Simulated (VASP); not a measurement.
Se: single point with PBE

Crystal: Se.

```
Se
1.0
     3.81756    0.00000    0.00000
     0.00000    3.81756    0.00000
     0.00000    0.00000    6.59274
Se
4
Direct
  0.11351 0.11351 0.50000
  0.38649 0.61351 0.75000
  0.61351 0.38649 0.25000
  0.88649 0.88649 0.00000
```

The cell was built from a structure type or drawn by symmetry, and may not be a known phase.

```yaml
Program: VASP 6.6.1
Task: single point
Functional: PBE
Potentials_or_basis: VASP PAW PBE potentials, release 64 (Se)
Cutoff: 520 eV
k_mesh: 12 × 12 × 8
Occupations: gaussian, width 0.1 eV
Spin: no spin polarisation
Dipole_correction: no
Further_INCAR_settings: ALGO = Fast; EDIFF = 1e-07; NBANDS = 20
```

The pressure is 0.0 GPa. The largest force is 0.005 eV/Å. The band gap on the k mesh is zero (bands 12 and 13 overlap by 0.06 eV).

Forces on the atoms (eV/Å):
```
Se  -0.003 -0.003  0.000
Se   0.003 -0.003  0.000
Se  -0.003  0.003  0.000
Se   0.003  0.003  0.000
```

Levels at points of the mesh, in eV from the Fermi level:
```csv
k point,band 10,band 11,band 12,band 13,band 14,band 15
"(0.00, 0.00, 0.00)",-2.85,-2.85,-0.20,0.71,0.71,0.74
"(0.50, 0.00, 0.00)",-2.09,-0.89,-0.89,0.01,0.01,1.56
"(0.50, 0.50, 0.00)",-3.50,-3.09,-3.09,1.43,1.43,2.49
"(0.00, 0.00, 0.50)",-2.13,-0.42,-0.42,-0.06,-0.06,0.32
"(0.50, 0.00, 0.50)",-3.01,-0.83,-0.83,0.91,0.91,1.48
"(0.50, 0.50, 0.50)",-2.10,-2.10,-2.10,0.44,0.44,0.44
```

Run time: 2.5 min on 1 thread of Intel(R) Xeon(R) Platinum 8259CL CPU @ 2.50GHz (Skylake/Cascade Lake), on a shared host, peak memory 0.33 GiB.
